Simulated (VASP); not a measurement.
Here is a VASP 6.6.1 calculation.

Contents of INCAR:

```
SYSTEM = TiAl
PREC = Accurate
ENCUT = 520
EDIFF = 1E-6
ISMEAR = -1
SIGMA = 0.1
LREAL = .FALSE.
LASPH = .TRUE.
NELM = 60
ALGO = Normal
ISIF = 2
LWAVE = .FALSE.
LCHARG = .FALSE.
GGA = PS
NBANDS = 14
```

Contents of KPOINTS:

```
regular mesh
0
G
  9 9 5
  0 0 0
```

File POSCAR:

```
TiAl
1.0
    2.8672600000      0.0000000000      0.0000000000
   -1.4336300000      2.4831200000      0.0000000000
    0.0000000000      0.0000000000      4.6780800000
Ti Al
1 1
Direct
    0.0000000000      0.0000000000      0.0000000000
    0.3333333333      0.6666666667      0.5000000000
```

Potentials or basis: VASP PAW PBE potentials, release 64 (Ti_sv, Al).

Command:

```sh
$ cat potpaw_PBE.64/Ti_sv/POTCAR potpaw_PBE.64/Al/POTCAR > POTCAR
$ mpirun -np 1 vasp_std > vasp.out
```

Question: Predict the pressure.

Answer: -2.8 GPa.

Stress tensor (GPa, compression positive):
```
-2.35  0.00  0.00
 0.00 -2.35  0.00
 0.00  0.00 -3.59
```

Caveat: the PAW data sets were made with another functional, which shifts forces and pressure a little.
